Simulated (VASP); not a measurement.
Runs of VASP 6.6.1 on Ru. The structure is that of space group P6_3/mmc (No. 194), or close to it. The cells are those of the table. 

| cell | k mesh | gap on the mesh (eV) | pressure (GPa) |
| --- | --- | --- | --- |
| a = 2.733, b = 2.733, c = 4.303 Å, angles 90.0, 90.0, 120.0°, 2 atoms | 7 × 7 × 4 | none | 0.5 |
| a = 2.804, b = 2.804, c = 4.415 Å, angles 90.0, 90.0, 120.0°, 2 atoms | 22 × 22 × 12 | none | (a) |
| a = 2.838, b = 2.838, c = 4.469 Å, angles 90.0, 90.0, 120.0°, 2 atoms | 22 × 22 × 12 | none | -25.7 |
| a = 2.769, b = 2.769, c = 4.360 Å, angles 90.0, 90.0, 120.0°, 2 atoms | 22 × 22 × 12 | none | -10.8 |

Alike in all rows: task single point; level revPBE; potentials or basis VASP PAW PBE potentials, release 64 (Ru_pv); no spin polarisation; cutoff (eV) 520; smearing fermi-dirac 0.1 eV.

**Question.** Fill in the values left out.

**Answer.** (a) -19.1.

Caveats: some runs use coarse meshes; the PAW data sets were made with another functional, which shifts forces and pressure a little.

A k mesh can miss the band edges, and the runs leave out spin-orbit coupling on Ru.

A gap of «none» marks levels without a gap at the run's occupations.
